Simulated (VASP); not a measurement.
InAs:

```
CELL_PARAMETERS angstrom
0.00000 3.01800 3.01800
3.01800 0.00000 3.01800
3.01800 3.01800 0.00000
ATOMIC_POSITIONS crystal
In 0.00000 0.00000 0.00000
As 0.75000 0.75000 0.75000
```

* Program: VASP 6.6.1
* Task: relaxation of cell and atoms
* Functional: PBE
* Potentials or basis: VASP PAW PBE potentials, release 64 (In_d, As)
* Cutoff: 600 eV
* k mesh: 6 × 6 × 6
* Occupations: fermi-dirac, width 0.05 eV
* Spin: no spin polarisation

At the start: pressure 4.5 GPa; volume 27.49 Å³/atom.

**Question.** How do energy, volume and symmetry change on relaxing?

**Answer.** Over 5 steps the energy falls by 28.1 meV/atom and the volume is 29.66 Å³/atom (+7.9 %); space group F-43m (No. 216, to 0.1 Å) before and after.

Step by step:
| step | energy change (eV) | largest force (eV/Å) | pressure (GPa) | volume (Å³) |
| --- | --- | --- | --- | --- |
| 1 | 0.0000 | 0.0000 | 4.45 | 54.98 |
| 2 | -0.0470 | 0.0000 | -1.48 | 61.28 |
| 3 | -0.0562 | 0.0000 | 0.03 | 59.32 |
| 4 | -0.0562 | 0.0000 | -0.06 | 59.41 |
| 5 | -0.0562 | 0.0000 | 0.02 | 59.32 |

Final structure:
```
CELL_PARAMETERS angstrom
0.00000 3.09547 3.09547
3.09547 0.00000 3.09547
3.09547 3.09547 0.00000
ATOMIC_POSITIONS crystal
In 0.00000 0.00000 0.00000
As 0.75000 0.75000 0.75000
```
